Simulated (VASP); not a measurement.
# As2Se (P1) in VASP: relaxation of cell and atoms with PBEsol

Aim: the relaxation of cell and atoms of As2Se with PBEsol.

All numbers are computed with VASP 6.6.1; they aren't measurements. Logs are shortened: lines on timing, memory, paths and dates and some standing lists are left out, and cuts for length are marked.

## 1. The cell of the first run

The typed cell holds 6 atoms: a = 5.653 Å, b = 5.653 Å, c = 5.653 Å, α = 102.73°, β = 102.73°, γ = 124.01°.

## 2. Relaxation of cell and atoms, PBEsol

The input, INCAR:

```
PREC = Accurate ; ENCUT = 600
EDIFF = 1E-7 ; ISMEAR = 0
SIGMA = 0.1 ; LREAL = False
LASPH = True ; NELM = 60
ALGO = Normal ; ISIF = 3
LWAVE = False ; LCHARG = False
GGA = PS ; IBRION = 2
NSW = 100 ; EDIFFG = -0.005
```

The input, KPOINTS:

```
regular mesh
0
Gamma
  6 6 6
```

The input, POSCAR:

```
As2Se
1.0
   -3.5294180000      3.5294180000      2.6535710000
    3.5294180000     -3.5294180000      2.6535710000
    3.5294180000      3.5294180000     -2.6535710000
As Se
4 2
Direct
    0.8547969690      0.1115193941      0.7198099559
    0.3359930755      0.0817708417      0.2363901210
    0.9083931367      0.6528921905      0.7608447094
    0.8551166252      0.1172837318      0.2698514220
    0.5001725364      0.4903716732      0.0285735723
    0.2827979745      0.7678689823      0.5319911299
```

Potentials or basis: VASP PAW PBE potentials, release 64 (As, Se).

Run with:

```console
cat potpaw_PBE.64/As/POTCAR potpaw_PBE.64/Se/POTCAR > POTCAR
mpirun -np 1 vasp_std > vasp.out
```

OUTCAR:

```text
PREC = Accurate
   ENCUT = 600
   EDIFF = 1E-7
   ISMEAR = 0
   LREAL = False
   LASPH = True
   NELM = 60
   ISIF = 3
   GGA = PS
   IBRION = 2
   NSW = 100
   EDIFFG = -0.005

 ion  position               nearest neighbor table
   1  0.855  0.112  0.720-   6 2.43   4 2.55   5 2.78   3 2.82   3 2.85
   2  0.336  0.082  0.236-   3 2.58   5 2.62   6 2.64   4 2.79   4 2.88
   3  0.908  0.653  0.761-   6 2.57   2 2.58   1 2.82   1 2.85
   4  0.855  0.117  0.270-   1 2.55   5 2.67   6 2.76   2 2.79   2 2.88
   5  0.500  0.490  0.029-   2 2.62   4 2.67   1 2.78
   6  0.283  0.768  0.532-   1 2.43   3 2.57   2 2.64   4 2.76

  LATTYP: Found a body centered tetragonal cell.
 ALAT       =     7.0588360000
 C/A-ratio  =     0.7518437884

  Lattice vectors:

 A1 = (  -3.5294180000,   3.5294180000,   2.6535710000)
 A2 = (   3.5294180000,  -3.5294180000,   2.6535710000)
 A3 = (   3.5294180000,   3.5294180000,  -2.6535710000)

Analysis of symmetry for initial positions (statically):
=====================================================================
 Subroutine PRICEL returns:
 Original cell was already a primitive cell.

 Routine SETGRP: Setting up the symmetry group for a
 body centered tetragonal supercell.

 Subroutine GETGRP returns: Found  1 space group operations
 (whereof  1 operations were pure point group operations)
 out of a pool of 16 trial point group operations.

The static configuration has the point symmetry C_1 .

Analysis of symmetry for dynamics (positions and initial velocities):
=====================================================================
 Subroutine PRICEL returns:
 Original cell was already a primitive cell.

 Routine SETGRP: Setting up the symmetry group for a
 body centered tetragonal supercell.

 Subroutine GETGRP returns: Found  1 space group operations
 (whereof  1 operations were pure point group operations)
 out of a pool of 16 trial point group operations.

The dynamic configuration has the point symmetry C_1 .

 Subroutine INISYM returns: Found  1 space group operations
 (whereof  1 operations are pure point group operations),
 and found     1 'primitive' translations

----------------------------------------------------------------------------------------

                                     Primitive cell

  volume of cell :     132.2199

  direct lattice vectors                    reciprocal lattice vectors
    -3.529418000  3.529418000  2.653571000     0.000000000  0.141666416  0.188425333
     3.529418000 -3.529418000  2.653571000     0.141666416  0.000000000  0.188425333
     3.529418000  3.529418000 -2.653571000     0.141666416  0.141666416  0.000000000

  length of vectors
     5.652877311  5.652877311  5.652877311     0.235740280  0.235740280  0.200346567

  position of ions in fractional coordinates (direct lattice)
     0.854796969  0.111519394  0.719809956
     0.335993075  0.081770842  0.236390121
     0.908393137  0.652892190  0.760844709
     0.855116625  0.117283732  0.269851422
     0.500172536  0.490371673  0.028573572
     0.282797974  0.767868982  0.531991130

  ion indices of the primitive-cell ions
   primitive index   ion index
                 1           1
                 2           2
                 3           3
                 4           4
                 5           5
                 6           6

----------------------------------------------------------------------------------------

 KPOINTS: regular mesh

Automatic generation of k-mesh.
 Grid dimensions read from file:
 generate k-points for:    6    6    6

 Generating k-lattice:

  Cartesian coordinates                     Fractional coordinates (reciprocal lattice)
     0.000000000  0.023611069  0.031404222     0.166666667 -0.000000000  0.000000000
     0.023611069  0.000000000  0.031404222    -0.000000000  0.166666667  0.000000000
     0.023611069  0.023611069  0.000000000     0.000000000  0.000000000  0.166666667

  Length of vectors
     0.039290047  0.039290047  0.033391095

  Shift w.r.t. Gamma in fractional coordinates (k-lattice)
     0.000000000  0.000000000  0.000000000

 Subroutine IBZKPT returns following result:
 ===========================================

 Found    112 irreducible k-points:

 Following reciprocal coordinates:
            Coordinates               Weight
  0.000000  0.000000  0.000000      1.000000
  0.166667 -0.000000  0.000000      2.000000
  0.166667 -0.000000 -0.166667      2.000000
 -0.000000  0.166667 -0.166667      2.000000
 -0.000000  0.166667  0.000000      2.000000
  0.333333 -0.000000  0.000000      2.000000
[... 16 lines left out ...]
 -0.000000  0.500000  0.333333      2.000000
 -0.333333 -0.166667  0.500000      2.000000
 [... further k-points ...]
   k-points           NKPTS =    112   k-points in BZ     NKDIM =    112   number of bands    NBANDS=     20
   number of dos      NEDOS =    301   number of ions     NIONS =      6
   total plane-waves  NPLWV = 110592
   dimension x,y,z NGX =    48 NGY =   48 NGZ =   48
   dimension x,y,z NGXF=    96 NGYF=   96 NGZF=   96
   ions per type =               4   2
   NGX,Y,Z   is equivalent  to a cutoff of  14.12, 14.12, 14.12 a.u.
   NGXF,Y,Z  is equivalent  to a cutoff of  28.23, 28.23, 28.23 a.u.
 SYSTEM =  unknown system
   PREC   = accura    normal or accurate (medium, high low for compatibility)
   ISTART =      0    job   : 0-new  1-cont  2-samecut
   ICHARG =      2    charge: 1-file 2-atom 10-const
   ISPIN  =      1    spin polarized calculation?
   LNONCOLLINEAR =      F non collinear calculations
   LSORBIT =      F    spin-orbit coupling
   LASPH  =      T    aspherical Exc in radial PAW
   ENCUT  =  600.0 eV  44.10 Ry    6.64 a.u.  11.29 11.29 11.29*2*pi/ulx,y,z
   NELM   =     60;   NELMIN=  2; NELMDL= -5     # of ELM steps
   EDIFF  = 0.1E-06   stopping-criterion for ELM
   LREAL  =      F    real-space projection
   EDIFFG = -.5E-02   stopping-criterion for IOM
   NSW    =    100    number of steps for IOM
   IBRION =      2    ionic relax: 0-MD 1-quasi-New 2-CG
   NFREE  =      1    steps in history (QN), initial steepest desc. (CG)
   ISIF   =      3    stress and relaxation
   ISYM   =      2    0-nonsym 1-usesym 2-fastsym
   POTIM  = 0.5000    time-step for ionic-motion
   TEBEG  =    0.0;   TEEND  =   0.0 temperature during run
   PSTRESS=    0.0 pullay stress
   NELECT =      32.0000    total number of electrons
   NUPDOWN=      -1.0000    fix difference up-down
   EMIN   =  10.00;   EMAX   =-10.00  energy-range for DOS
   EFERMI =   0.00;   METHOD = LEGACY
   ISMEAR =     0;   SIGMA  =   0.10  broadening in eV -4-tet -1-fermi 0-gaus
   EFERMI_NEDOS =   21; number of points for ismear=-14 and -15
   IALGO  =     38    algorithm
   IMIX   =      4    mixing-type and parameters
     AMIX     =   0.40;   BMIX     =  1.00
     AMIX_MAG =   1.60;   BMIX_MAG =  1.00
  volume/ion in A,a.u.               =      22.04       148.71
  Fermi-wavevector in a.u.,A,eV,Ry     =   1.020217  1.927930 14.161523  1.040843
  Thomas-Fermi vector in A             =   2.153774
   LORBIT       =      0    0 simple, 1 ext, 2 COOP (PROOUT), +10 PAW based schemes
   GGA     = PS    functional components
   LHFCALC =     F    Hartree Fock is set to
   AEXX    =    0.0000 exact exchange contribution
   IVDW    =     0    specifies the selected vdW correction
   LEPSILON=     F    determine dielectric tensor
   LRPA    =     F    only Hartree local field effects (RPA)
 conjugate gradient relaxation of ions
 non-spin polarized calculation
 Gauss-broadening in eV      SIGMA  =   0.10
  energy-cutoff  :      600.00
  volume of cell :      132.22
 maximum number of plane-waves:      4434
 NGX is ok and might be reduce to    48
   NGX = 23   NGY = 23   NGZ = 23

--------------------------------------- Ionic step        1  -------------------------------------------

 number of electron      32.0000000 magnetization

 Free energy of the ion-electron system (eV)
  ---------------------------------------------------
  ext. energy  EPLUGINS =         0.00000000
  ---------------------------------------------------
  free energy    TOTEN  =       -27.65862457 eV

  energy without entropy =      -27.65035051  energy(sigma->0) =      -27.65448754

------------------------ aborting loop because EDIFF is reached ----------------------------------------

  FORCE on cell =-STRESS in cart. coord.  units (eV):
  Direction    XX          YY          ZZ          XY          YZ          ZX
  --------------------------------------------------------------------------------------
  -------------------------------------------------------------------------------------
  Total       -1.8112700     -0.1633548     -0.1773757      0.3220638      0.7401213     -0.3377144
  in kB      -21.9480980     -1.9794551     -2.1493529      3.9026141      8.9684337     -4.0922606
  external PRESSURE =      -8.6923020 kB  Pullay stress =       0.0000000 kB
[... 101 lines left out ...]
  FREE ENERGIE OF THE ION-ELECTRON SYSTEM (eV)
  ---------------------------------------------------
  free  energy   TOTEN  =       -27.8557853754 eV

  energy  without entropy=      -27.8486567084  energy(sigma->0) =      -27.85222104

 E-fermi :   4.8124     XC(G=0): -10.0921

 val. band max:        4.7589492744   @ k =   0.5000   0.5000   0.5000
 cond. band min:       4.9336228604   @ k =   0.5000   0.5000   0.0000
 fundamental gap:      0.1746735860
 Fermi energy:         4.8124436461

 k-point     1 :       0.0000    0.0000    0.0000
  band No.  band energies     occupation
      1     -10.4876      2.00000
      2      -8.0952      2.00000
      3      -6.1137      2.00000
      4      -5.9236      2.00000
      5      -5.7840      2.00000
      6      -3.8269      2.00000
[... 541 lines left out ...]
     19       6.7569      0.00000
     20       6.9415      0.00000

 [... further k-points ...]

[... ionic steps 4 to 48 ...]

--------------------------------------- Ionic step       49  -------------------------------------------

 number of electron      31.9999999 magnetization

------------------------ aborting loop because EDIFF is reached ----------------------------------------
[... 75 lines left out ...]
--------------------------------------- Ionic step       51  -------------------------------------------

 number of electron      31.9999999 magnetization

 Free energy of the ion-electron system (eV)
  ---------------------------------------------------
  ext. energy  EPLUGINS =         0.00000000
  ---------------------------------------------------
  free energy    TOTEN  =       -28.01310792 eV

  energy without entropy =      -28.01157487  energy(sigma->0) =      -28.01234140

 E-fermi :   4.8121     XC(G=0): -10.0927

 val. band max:        4.7480620377   @ k =   0.5000   0.5000   0.5000
 cond. band min:       4.9389911190   @ k =   0.5000   0.5000   0.0000
 fundamental gap:      0.1909290813
 Fermi energy:         4.8120785455

 k-point     1 :       0.0000    0.0000    0.0000
  band No.  band energies     occupation
      1     -10.4859      2.00000
      2      -8.0925      2.00000
      3      -6.1091      2.00000
      4      -5.9230      2.00000
      5      -5.7836      2.00000
      6      -3.8238      2.00000
[... 541 lines left out ...]
     19       6.7643      0.00000
     20       6.9448      0.00000

 [... further k-points ...]

------------------------ aborting loop because EDIFF is reached ----------------------------------------

  FORCE on cell =-STRESS in cart. coord.  units (eV):
  Direction    XX          YY          ZZ          XY          YZ          ZX
  --------------------------------------------------------------------------------------
  -------------------------------------------------------------------------------------
  Total       -0.0042951     -0.0075934     -0.0095897     -0.0081286      0.0041014     -0.0032576
  in kB       -0.0524658     -0.0927562     -0.1171419     -0.0992939      0.0501000     -0.0397931
  external PRESSURE =      -0.0874546 kB  Pullay stress =       0.0000000 kB
[... 21 lines left out ...]
  FREE ENERGIE OF THE ION-ELECTRON SYSTEM (eV)
  ---------------------------------------------------
  free  energy   TOTEN  =       -28.0131079220 eV

  energy  without entropy=      -28.0115748714  energy(sigma->0) =      -28.01234140

 reached required accuracy - stopping structural energy minimisation
```

It took 2.2 h on 1 thread of Intel Xeon Platinum 8259CL at 2.50GHz (Skylake/Cascade Lake), shared host; peak memory 0.61 GiB.

What came out:

* Free energy: -28.0131 eV
* Relaxed volume: 21.86 Å³/atom
* Relaxed cell: a = 5.606 Å, b = 5.606 Å, c = 5.607 Å, α = 102.95°, β = 104.83°, γ = 121.34°
* Space group after relaxing (to 0.1 Å): Ima2 (No. 46)
* Energy gained by relaxing: 59.1 meV/atom
* Ionic steps: 51
* Pressure after relaxing: 0.0 GPa
* Largest force after relaxing: 0.005 eV/Å
* Band gap on the k mesh: zero (bands 16 and 17 overlap by 0.29 eV)

Forces on the atoms (eV/Å):
```
As  -0.004  0.001 -0.002
As  -0.002 -0.004  0.000
As   0.003  0.001  0.003
As  -0.001  0.001 -0.003
Se   0.004  0.000  0.003
Se   0.000  0.001 -0.002
```

The path:
| step | energy change (eV) | largest force (eV/Å) | pressure (GPa) | volume (Å³) |
| --- | --- | --- | --- | --- |
| 1 | 0.0000 | 1.2057 | -0.87 | 132.22 |
| 3 | -0.1972 | 0.4631 | 0.73 | 128.38 |
| 5 | -0.2431 | 0.2070 | -0.80 | 130.30 |
| 7 | -0.2581 | 0.1998 | 0.41 | 128.25 |
| 9 | -0.2683 | 0.1659 | -0.05 | 128.83 |
| 11 | -0.2842 | 0.2663 | 0.00 | 129.07 |
| 13 | -0.3000 | 0.2818 | 0.27 | 129.20 |
| 15 | -0.3036 | 0.3195 | 0.45 | 129.27 |
| 17 | -0.3273 | 0.2550 | -0.32 | 131.50 |
| 19 | -0.3383 | 0.1677 | 0.40 | 130.67 |
| 21 | -0.3430 | 0.0934 | -0.23 | 131.78 |
| 23 | -0.3456 | 0.0803 | 0.11 | 131.32 |
| 25 | -0.3476 | 0.0591 | -0.13 | 131.73 |
| 27 | -0.3493 | 0.0887 | 0.20 | 131.18 |
| 29 | -0.3509 | 0.0648 | -0.24 | 131.71 |
| 31 | -0.3521 | 0.0553 | -0.10 | 131.40 |
| 33 | -0.3535 | 0.0335 | -0.05 | 131.06 |
| 35 | -0.3539 | 0.0300 | 0.00 | 130.97 |
| 37 | -0.3542 | 0.0210 | 0.02 | 131.01 |
| 39 | -0.3543 | 0.0095 | 0.01 | 131.13 |
| 41 | -0.3544 | 0.0072 | -0.03 | 131.26 |
| 43 | -0.3544 | 0.0093 | 0.00 | 131.21 |
| 45 | -0.3544 | 0.0068 | 0.00 | 131.19 |
| 47 | -0.3544 | 0.0073 | 0.00 | 131.18 |
| 49 | -0.3545 | 0.0056 | 0.00 | 131.14 |
| 51 | -0.3545 | 0.0048 | -0.01 | 131.16 |

Final structure:
```xyz
6
Lattice="-3.4912 3.4198 2.7466 3.4913 -3.4205 2.7459 3.4923 3.4190 -2.7473" Properties=species:S:1:pos:R:3 pbc="T T T"
As   -0.0097    5.1651    0.6479
As   -0.0111    1.7468    0.6435
As    1.8633    3.4531    2.3976
As   -1.6287    3.4550    1.6392
Se    3.4414    3.4554   -0.0250
Se    3.4425    0.0349    1.3163
```

Levels at points of the mesh, in eV from the Fermi level:
```tsv
k point	band 13	band 14	band 15	band 16	band 17	band 18	band 19	band 20
(0.00, 0.00, 0.00)	-2.87	-2.82	-2.67	-0.79	2.31	2.36	2.93	3.69
(0.50, 0.00, 0.00)	-1.78	-1.63	-1.62	-0.27	0.35	0.88	1.61	1.95
(0.50, 0.00, 0.50)	-1.83	-1.56	-0.92	-0.50	0.75	0.94	1.37	2.10
(0.00, 0.50, 0.50)	-1.78	-1.63	-1.62	-0.27	0.35	0.88	1.61	1.95
(0.00, 0.50, 0.00)	-1.83	-1.56	-0.92	-0.50	0.75	0.94	1.37	2.10
(0.50, 0.50, 0.00)	-1.99	-1.99	-0.80	-0.79	0.13	0.13	1.76	1.76
(0.00, 0.00, 0.50)	-1.99	-1.99	-0.79	-0.79	0.13	0.13	1.76	1.76
(0.50, 0.50, 0.50)	-1.60	-1.46	-0.06	0.15	0.46	0.67	0.82	1.46
```

Caveat: the PAW data sets were made with another functional, which shifts forces and pressure a little.

The gap in the log of VASP goes by the Fermi energy; the results here count the filled bands.